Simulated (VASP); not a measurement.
# ZrNb2N4 (Cmmm) in VASP: a series of runs

The runs below take ZrNb2N4 through single point, relaxation of cell and atoms, with PBE.

Everything below comes from runs of VASP 6.6.1. Logs are shortened: lines on timing, memory, paths and dates and some standing lists are left out, and cuts for length are marked.

## Step 1: The cell of the first run

The structure is orthorhombic, space group Cmmm (No. 65). Conventional cell: a = 6.170 Å, b = 8.579 Å, c = 3.191 Å, α = 90.00°, β = 90.00°, γ = 90.00°. Zr (site symmetry mmm) has 6 N at 2.17 to 2.19 Å within 2.9 Å. Within 2.8 Å of Nb (site symmetry 2/m) lie 6 N at 2.15 to 2.22 Å. Within 2.8 Å of N (site symmetry 2mm) lie 2 Nb at 2.15 Å and 2 Zr at 2.17 Å. N (site symmetry m2m) has 1 Zr at 2.19 Å and 4 Nb at 2.22 Å within 2.9 Å.

The cell was built from a structure type or drawn by symmetry, and may not be a known phase.

## Step 2: Single point, PBE

File INCAR:

```
SYSTEM = ZrNb2N4
PREC = Accurate ; ENCUT = 600
EDIFF = 1E-6 ; ISMEAR = 0
SIGMA = 0.1 ; LREAL = .False.
LASPH = .True. ; NELM = 120
ALGO = Normal ; ISIF = 2
LWAVE = .False. ; LCHARG = .False.
GGA = PE ; NBANDS = 38
GGA_COMPAT = .False.
```

File KPOINTS:

```
regular mesh
0
Gamma
  4 4 6
  0 0 0
```

File POSCAR:

```
ZrNb2N4
1.0
    3.0847655716     -4.2894112326      0.0000000000
    3.0847655716      4.2894112326      0.0000000000
    0.0000000000      0.0000000000      3.1909743983
Zr Nb N
1 2 4
Direct
    0.0000000000      0.0000000000      0.0000000000
    0.5000000000      0.0000000000      0.5000000000
    0.0000000000      0.5000000000      0.5000000000
    0.2387622464      0.2387622464      0.5000000000
    0.7612377536      0.7612377536      0.5000000000
    0.7450785901      0.2549214099      0.0000000000
    0.2549214099      0.7450785901      0.0000000000
```

Potentials or basis: VASP PAW PBE potentials, release 64 (Zr_sv, Nb_sv, N).

On the command line:

```console
cat potpaw_PBE.64/Zr_sv/POTCAR potpaw_PBE.64/Nb_sv/POTCAR potpaw_PBE.64/N/POTCAR > POTCAR
mpirun -np 1 vasp_std > vasp.out
```

OUTCAR:

```text
SYSTEM = ZrNb2N4
   PREC = Accurate
   ENCUT = 600
   EDIFF = 1E-6
   ISMEAR = 0
   LREAL = .False.
   LASPH = .True.
   NELM = 120
   ISIF = 2
   GGA = PE

 ion  position               nearest neighbor table
   1  0.000  0.000  0.000-   4 2.17   5 2.17   4 2.17   5 2.17   6 2.19   7 2.19   2 3.09   3 3.09
                             2 3.09   3 3.09   3 3.09   3 3.09   2 3.09   2 3.09
   2  0.500  0.000  0.500-   4 2.15   5 2.15   6 2.22   7 2.22   6 2.22   7 2.22   1 3.09   1 3.09
                             1 3.09   1 3.09
   3  0.000  0.500  0.500-   4 2.15   5 2.15   6 2.22   7 2.22   6 2.22   7 2.22   1 3.09   1 3.09
                             1 3.09   1 3.09
   4  0.239  0.239  0.500-   2 2.15   3 2.15   1 2.17   1 2.17
   5  0.761  0.761  0.500-   2 2.15   3 2.15   1 2.17   1 2.17
   6  0.745  0.255  0.000-   1 2.19   2 2.22   3 2.22   2 2.22   3 2.22
   7  0.255  0.745  0.000-   1 2.19   2 2.22   3 2.22   2 2.22   3 2.22

  LATTYP: Found a base centered orthorhombic cell.
 ALAT       =     6.1695311432
 B/A-ratio  =     1.3905144923
 C/A-ratio  =     0.5172150564

  Lattice vectors:

 A1 = (   3.0847655716,  -4.2894112326,   0.0000000000)
 A2 = (   3.0847655716,   4.2894112326,   0.0000000000)
 A3 = (   0.0000000000,   0.0000000000,   3.1909743983)

Analysis of symmetry for initial positions (statically):
=====================================================================
 Subroutine PRICEL returns:
 Original cell was already a primitive cell.

 Routine SETGRP: Setting up the symmetry group for a
 base centered orthorhombic supercell.

 Subroutine GETGRP returns: Found  8 space group operations
 (whereof  8 operations were pure point group operations)
 out of a pool of  8 trial point group operations.

The static configuration has the point symmetry D_2h.

Analysis of symmetry for dynamics (positions and initial velocities):
=====================================================================
 Subroutine PRICEL returns:
 Original cell was already a primitive cell.

 Routine SETGRP: Setting up the symmetry group for a
 base centered orthorhombic supercell.

 Subroutine GETGRP returns: Found  8 space group operations
 (whereof  8 operations were pure point group operations)
 out of a pool of  8 trial point group operations.

The dynamic configuration has the point symmetry D_2h.

 Subroutine INISYM returns: Found  8 space group operations
 (whereof  8 operations are pure point group operations),
 and found     1 'primitive' translations

----------------------------------------------------------------------------------------

                                     Primitive cell
[... 102 lines left out ...]
   LREAL  =      F    real-space projection
[... 7 lines left out ...]
   TEBEG  =    0.0;   TEEND  =   0.0 temperature during run
   PSTRESS=    0.0 pullay stress
   NELECT =      58.0000    total number of electrons
   NUPDOWN=      -1.0000    fix difference up-down
   EMIN   =  10.00;   EMAX   =-10.00  energy-range for DOS
   EFERMI =   0.00;   METHOD = LEGACY
   ISMEAR =     0;   SIGMA  =   0.10  broadening in eV -4-tet -1-fermi 0-gaus
   EFERMI_NEDOS =   21; number of points for ismear=-14 and -15
   IALGO  =     38    algorithm
   IMIX   =      4    mixing-type and parameters
     AMIX     =   0.40;   BMIX     =  1.00
     AMIX_MAG =   1.60;   BMIX_MAG =  1.00
  volume/ion in A,a.u.               =      12.06        81.41
  Fermi-wavevector in a.u.,A,eV,Ry     =   1.444419  2.729556 28.386453  2.086345
  Thomas-Fermi vector in A             =   2.562716
   LORBIT       =      0    0 simple, 1 ext, 2 COOP (PROOUT), +10 PAW based schemes
   GGA     = PE    functional components
   LHFCALC =     F    Hartree Fock is set to
   AEXX    =    0.0000 exact exchange contribution
   IVDW    =     0    specifies the selected vdW correction
   LEPSILON=     F    determine dielectric tensor
   LRPA    =     F    only Hartree local field effects (RPA)
 non-spin polarized calculation
 Gauss-broadening in eV      SIGMA  =   0.10
  energy-cutoff  :      600.00
  volume of cell :       84.44
 maximum number of plane-waves:      2849
   NGX = 21   NGY = 21   NGZ = 13

 number of electron      57.9999998 magnetization

 Free energy of the ion-electron system (eV)
  ---------------------------------------------------
  ext. energy  EPLUGINS =         0.00000000
  ---------------------------------------------------
  free energy    TOTEN  =       -69.57656960 eV

  energy without entropy =      -69.56293802  energy(sigma->0) =      -69.56975381

 E-fermi :   9.5773     XC(G=0): -11.9778

 val. band max:        9.5699031470   @ k =   0.2500   0.2500   0.5000
 cond. band min:       9.5983526774   @ k =  -0.2500   0.2500   0.3333
 fundamental gap:      0.0284495304
 Fermi energy:         9.5772633809

 k-point     1 :       0.0000    0.0000    0.0000
  band No.  band energies     occupation
      1     -46.6567      2.00000
      2     -46.6085      2.00000
      3     -39.0577      2.00000
      4     -23.1304      2.00000
      5     -22.7195      2.00000
      6     -22.6477      2.00000
[... 973 lines left out ...]
     37      14.1742      0.00000
     38      14.4912      0.00000

 [... further k-points ...]

------------------------ aborting loop because EDIFF is reached ----------------------------------------

  FORCE on cell =-STRESS in cart. coord.  units (eV):
  Direction    XX          YY          ZZ          XY          YZ          ZX
  --------------------------------------------------------------------------------------
  -------------------------------------------------------------------------------------
  Total        0.8200938     -0.5850535     -0.7456618      0.0000000      0.0000000      0.0000000
  in kB       15.5596900    -11.1002552    -14.1474868      0.0000000      0.0000000      0.0000000
  external PRESSURE =      -3.2293506 kB  Pullay stress =       0.0000000 kB

 VOLUME and BASIS-vectors are now :
 -----------------------------------------------------------------------------
  energy-cutoff  :      600.00
  volume of cell :       84.44
      direct lattice vectors                 reciprocal lattice vectors
     3.084765572 -4.289411233  0.000000000     0.162086871 -0.116566114  0.000000000
     3.084765572  4.289411233  0.000000000     0.162086871  0.116566114  0.000000000
     0.000000000  0.000000000  3.190974398     0.000000000  0.000000000  0.313383899

 POSITION                                       TOTAL-FORCE (eV/Angst)
 -----------------------------------------------------------------------------------
      0.00000      0.00000      0.00000         0.000000     -0.000000     -0.000000
      1.54238     -2.14471      1.59549         0.000000     -0.000000     -0.000000
      1.54238      2.14471      1.59549         0.000000     -0.000000     -0.000000
      1.47305      0.00000      1.59549         0.020034     -0.000000     -0.000000
      4.69648      0.00000      1.59549        -0.020034     -0.000000      0.000000
      3.08477     -2.10249      0.00000         0.000000     -0.047982      0.000000
      3.08477      2.10249      0.00000         0.000000      0.047982     -0.000000
 -----------------------------------------------------------------------------------
    total drift:                                0.000000      0.000000     -0.000000

  FREE ENERGIE OF THE ION-ELECTRON SYSTEM (eV)
  ---------------------------------------------------
  free  energy   TOTEN  =       -69.5765696035 eV

  energy  without entropy=      -69.5629380200  energy(sigma->0) =      -69.56975381
```

Wall time 3 min (1 thread of Intel Xeon Platinum 8375C at 2.90GHz (Ice Lake), shared host); peak memory 0.27 GiB.

What came out:

```yaml
Free_energy: -69.5766 eV
Pressure: -0.3 GPa
Largest_force: 0.048 eV/Å
Band_gap_on_the_k_mesh: zero (bands 29 and 30 overlap by 2.86 eV)
```

Forces on the atoms (eV/Å):
```
Zr   0.000  0.000  0.000
Nb   0.000  0.000  0.000
Nb   0.000  0.000  0.000
N    0.020  0.000  0.000
N   -0.020  0.000  0.000
N    0.000 -0.048  0.000
N    0.000  0.048  0.000
```

## Step 3: Relaxation of cell and atoms, PBE

This run uses another cell than the first one, of 12.47 Å³/atom.

File INCAR:

```
SYSTEM = ZrNb2N4
PREC     = Accurate       ! precision mode
ENCUT    = 600            ! plane-wave cutoff, eV
EDIFF    = 1E-7           ! SCF threshold, eV
ISMEAR   = 0              ! smearing method
SIGMA    = 0.15           ! smearing width, eV
LREAL    = .FALSE.        ! projectors in reciprocal space
LASPH    = .TRUE.         ! aspherical terms in the spheres
NELM     = 120            ! most SCF steps
ALGO     = Normal         ! electronic algorithm
ISIF     = 3              ! what is computed and relaxed
LWAVE    = .FALSE.        ! write WAVECAR
LCHARG   = .FALSE.        ! write CHGCAR
GGA      = PE             ! functional
IBRION   = 2              ! ionic algorithm
NSW      = 36             ! ionic steps
EDIFFG   = -0.08          ! ionic threshold
GGA_COMPAT= .FALSE.      
NELMIN   = 4
```

File KPOINTS:

```
regular mesh
0
G
  3 3 4
  0 0 0
```

File POSCAR:

```
ZrNb2N4
1.0
    3.1889470100     -4.4487042000      0.0000000000
    3.1889470100      4.4487042000      0.0000000000
    0.0000000000      0.0000000000      3.0774419200
Zr Nb N
1 2 4
Direct
    0.0000000000      0.0000000000      0.0000000000
    0.5000000000      0.0000000000      0.5000000000
    0.0000000000      0.5000000000      0.5000000000
    0.2334440100      0.2334440100      0.5000000000
    0.7665559900      0.7665559900      0.5000000000
    0.7599650000      0.2400350000      0.0000000000
    0.2400350000      0.7599650000      0.0000000000
```

Potentials or basis: VASP PAW PBE potentials, release 64 (Zr_sv, Nb_sv, N).

On the command line:

```console
cat potpaw_PBE.64/Zr_sv/POTCAR potpaw_PBE.64/Nb_sv/POTCAR potpaw_PBE.64/N/POTCAR > POTCAR
mpirun -np 1 vasp_std > vasp.out
```

Wall time 8.3 min (1 thread of Intel Xeon Platinum 8375C at 2.90GHz (Ice Lake), shared host); peak memory 0.28 GiB.

Results (log left out):

```yaml
Free_energy: -69.5938 eV
Relaxed_volume: 12.04 Å³/atom
Relaxed_cell: a = 5.280 Å, b = 5.280 Å, c = 3.190 Å, α = 90.00°, β = 90.00°, γ = 108.71°
Space_group_after_relaxing_to_0.1_Å: Cmmm (No. 65)
Energy_gained_by_relaxing: 72.4 meV/atom
Ionic_steps: 8
Pressure_after_relaxing: 0.0 GPa
Largest_force_after_relaxing: 0.049 eV/Å
Band_gap_on_the_k_mesh: zero (bands 29 and 30 overlap by 1.83 eV)
```

Forces in eV/Å, atoms in the order of the input:
```
Zr   0.000  0.000  0.000
Nb   0.000  0.000  0.000
Nb   0.000  0.000  0.000
N   -0.049  0.000  0.000
N    0.049  0.000  0.000
N    0.000  0.009  0.000
N    0.000 -0.009  0.000
```

Stress tensor (GPa, compression positive):
```
 0.11  0.00  0.00
 0.00 -0.28  0.00
 0.00  0.00  0.19
```

Step by step:
```csv
step,energy change (eV),largest force (eV/Å),pressure (GPa),volume (Å³)
1,0.0000,1.4652,-2.24,87.32
2,-0.4345,1.0344,0.33,84.99
3,-0.4390,0.9690,0.88,84.71
4,-0.4680,0.4153,-2.93,84.92
5,-0.4979,0.1186,-1.53,84.83
6,-0.5002,0.1064,2.29,83.53
7,-0.5041,0.0904,0.57,84.10
8,-0.5067,0.0493,0.01,84.26
```

Final structure:
```
Zr Nb N
1.0
     3.07742   -4.29101    0.00000
     3.07742    4.29101    0.00000
     0.00000    0.00000    3.19025
Zr Nb N
1 2 4
Direct
  0.00000 0.00000 0.00000
  0.50000 0.00000 0.50000
  0.00000 0.50000 0.50000
  0.23944 0.23944 0.50000
  0.76056 0.76056 0.50000
  0.74501 0.25499 0.00000
  0.25499 0.74501 0.00000
```

Levels at points of the mesh, in eV from the Fermi level:
| k point | band 25 | band 26 | band 27 | band 28 | band 29 | band 30 | band 31 | band 32 | band 33 | band 34 |
| --- | --- | --- | --- | --- | --- | --- | --- | --- | --- | --- |
| (0.00, 0.00, 0.00) | -2.89 | -2.62 | -1.48 | -1.17 | -1.02 | -0.34 | 0.28 | 0.95 | 1.75 | 2.27 |
| (0.00, 0.00, 0.50) | -4.00 | -3.40 | -2.90 | -2.30 | 0.96 | 1.32 | 1.51 | 1.70 | 1.91 | 2.38 |

Caveat: the k points lie up to 0.49 Å⁻¹ apart in the final cell, too coarse for converged energies and pressures of a metal; the relaxation stopped at a loose force limit of 0.08 eV/Å, so its end isn't a converged minimum.
